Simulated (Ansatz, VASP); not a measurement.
**Two plane-wave programs on Ba**

```
Ba
1.0
    -2.70000    2.70000    2.70000
     2.70000   -2.70000    2.70000
     2.70000    2.70000   -2.70000
Ba
1
Direct
  0.00000 0.00000 0.00000
```

Change from the starting cell: strain +0.080 along x and y, +0.080 along z, atoms carried along.

Alike in both runs: task single point; functional PBEsol; k mesh 14 × 14 × 14; occupations gaussian, width 0.15 eV; no spin polarisation.

|  | VASP | Ansatz |
| --- | --- | --- |
| version | VASP 6.6.1 | Ansatz 0.2.0 |
| potentials or method | VASP PAW PBE potentials, release 64 (Ba_sv), cutoff 520 eV | scalar-relativistic, plane waves, PAW |
| valence electrons in the cell | 10 | 10 |

```csv
,VASP,Ansatz,Ansatz less VASP
gap on the k mesh at the Fermi level (eV),none,none,-
pressure (GPa),-1.8,-1.8,-0.02
```

VASP's potentials were made for PBE, not for PBEsol. A gap of «none» marks a metal or a gap that the smearing closes. The functional is the same, so the differences come from potentials, cutoffs and numerics.

Neither program's run includes spin-orbit coupling.
